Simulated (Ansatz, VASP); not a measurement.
Two plane-wave programs on C

```
C
1.0
    -0.00028   -0.00894    2.56796
     6.24030    0.00991   -0.00050
    -3.11141    5.43338   -0.01874
C
6
Direct
  0.50586 0.99900 0.99632
  0.00588 0.99904 0.99636
  0.17184 0.32971 0.66505
  0.67178 0.32973 0.66505
  0.32232 0.67127 0.33861
  0.82232 0.67125 0.33861
```

Change from the starting cell: omega type (P6/mmm, No. 191); cell x2, atoms moved at random (sigma 0.15 Å) and cell strained at random (1.5 %), then relaxed without symmetry.

Alike in both runs: functional PBE; k mesh 10 × 6 × 6; occupations gaussian, width 0.1 eV; no spin polarisation.

Ansatz relaxed the structure, and its values are those at the end. VASP's run is a single point on that final structure, the one shown.

|  | VASP | Ansatz |
| --- | --- | --- |
| version | VASP 6.6.1 | Ansatz 0.2.0 |
| potentials or method | VASP PAW PBE potentials, release 64 (C), cutoff 520 eV | scalar-relativistic, plane waves, PAW |
| valence electrons in the cell | 24 | 24 |

|  | VASP | Ansatz | Ansatz less VASP |
| --- | --- | --- | --- |
| gap on the k mesh at the Fermi level (eV) | none | none | - |
| pressure (GPa) | -0.2 | 0.0 | +0.16 |

A gap of «none» marks a metal or a gap that the smearing closes. The functional is the same, so the differences come from potentials, cutoffs and numerics.
